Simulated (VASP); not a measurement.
Here is a VASP 6.6.1 calculation.

The input INCAR:

```
SYSTEM = H16SO10
  ALGO = Normal
  EDIFF = 1E-7
  ENCUT = 520
  GGA = PE
  ISIF = 2
  ISMEAR = -1
  IVDW = 12
  LASPH = .TRUE.
  LCHARG = .TRUE.
  LELF = .TRUE.
  LREAL = Auto
  LVHAR = .TRUE.
  LWAVE = .FALSE.
  NBANDS = 60
  NELM = 100
  PREC = Accurate
  SIGMA = 0.05
```

KPOINTS

```
k-points
0
G
  1 1 1
  0 0 0
```

File POSCAR:

```
H16SO10
1.0
    6.7968840000      0.0000000000      0.0000000000
    0.0000000000      6.7968840000      0.0000000000
    0.0000000000      0.0000000000      6.7968840000
O H S
10 16 1
Direct
    0.5424544541      0.6305536478      0.2686083800
    0.2105376523      0.8093561697      0.1340908569
    0.8390168201      0.4298293159      1.0380492002
    0.2802607783      0.9237321102      0.4941676215
    0.6936413804      0.8601000105      0.8146968523
    0.4879883194      0.0715769167      0.0403420155
   -0.0436376434      0.0799483999      0.1918084817
    0.1390784365      0.6176065385      0.7895824028
    0.8541855356      0.4525603203      0.5433372116
    0.5132940330      0.4613437569      0.6726170404
    0.4720839726      0.7495934902      0.3044483325
    0.6105444789      0.6273021579      0.1324871809
    0.3299894481      0.8942038734      0.1466995759
    0.2187914344      0.7655125496     -0.0121084897
    0.7672633519      0.4370237891      0.9145514327
    0.9507150630      0.5286687253      1.0218947388
    0.1731234489      1.0049605084      0.4408637841
    0.2445826646      0.8279087888      0.5949196720
    0.6585223464      0.8202729368      0.6831954172
    0.5659505150      0.8194196046      0.8500660008
    0.6019964443      0.0558049836      0.1343115463
    0.5741160214      0.0609838273     -0.0747254183
   -0.0793304697      0.1907785980      0.1246453522
    0.0532596996     -0.0046786145      0.1289855763
    0.0082979200      0.6721462364      0.7868899925
    0.1662379408      0.5206944829      0.6955834468
    0.6472083384      0.3862946609      0.5269767735
```

Potentials or basis: VASP PAW PBE potentials, release 64 (O, H, S).

Command:

```bash
$ cat potpaw_PBE.64/O/POTCAR potpaw_PBE.64/H/POTCAR potpaw_PBE.64/S/POTCAR > POTCAR
$ mpirun -np 1 vasp_gam > vasp.out
```

(1) Predict the band gap on the k mesh.

(2) What does it give for the largest force?

Answers

(1) 2.37 eV.

(2) 3.959 eV/Å.

Caveat: the k points lie up to 0.92 Å⁻¹ apart.
